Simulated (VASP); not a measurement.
Wanted: the native input for a VASP 6.6.1 run.

* Task: single point
* Functional: r2SCAN
* Potentials or basis: VASP PAW PBE potentials, release 64 (Ag)
* Cutoff: 520 eV
* k mesh: 11 × 11 × 11
* Occupations: fermi-dirac, width 0.05 eV
* Spin: no spin polarisation
* Dipole correction: no
* Further INCAR settings: ALGO = Normal; EDIFF = 1e-06; NBANDS = 12

Crystal: Ag.

```
Ag
1.0
    -1.62186    1.62186    1.62186
     1.62186   -1.62186    1.62186
     1.62186    1.62186   -1.62186
Ag
1
Direct
  0.00000 0.00000 0.00000
```

One way to write it, as run:

POSCAR

```
Ag
1.0
   -1.6218556592      1.6218556592      1.6218556592
    1.6218556592     -1.6218556592      1.6218556592
    1.6218556592      1.6218556592     -1.6218556592
Ag
1
Direct
    0.0000000000      0.0000000000      0.0000000000
```

INCAR.step1

```
SYSTEM = Ag
PREC = Accurate
ENCUT = 520
ISMEAR = -1
SIGMA = 0.05
LREAL = .False.
LASPH = .True.
NELM = 80
NBANDS = 12
GGA = PE
ALGO = Normal
EDIFF = 1E-4
LWAVE = .True.
LCHARG = .False.
```

INCAR.step2

```
SYSTEM = Ag
PREC = Accurate
ENCUT = 520
EDIFF = 1E-6
ISMEAR = -1
SIGMA = 0.05
LREAL = .False.
LASPH = .True.
NELM = 80
ALGO = Normal
ISIF = 2
LWAVE = .False.
LCHARG = .False.
METAGGA = R2SCAN
LMIXTAU = .True.
NBANDS = 12
ISTART = 1
```

KPOINTS

```
regular mesh
0
Gamma
  11 11 11
  0 0 0
```

Potentials or basis: VASP PAW PBE potentials, release 64 (Ag).

Launch:

```bash
$ cat potpaw_PBE.64/Ag/POTCAR > POTCAR
$ cp INCAR.step1 INCAR
$ mpirun -np 1 vasp_std > vasp.out
$ cp INCAR.step2 INCAR
$ mpirun -np 1 vasp_std > vasp.out
```

Results of the run:

```yaml
Pressure: 2.4 GPa
```

Caveat: the PAW data sets were made with another functional, which shifts forces and pressure a little.

Wall time 31 s on 1 thread of Intel(R) Xeon(R) Platinum 8259CL CPU @ 2.50GHz (Skylake/Cascade Lake), with other jobs on the host, peak memory 0.15 GiB.
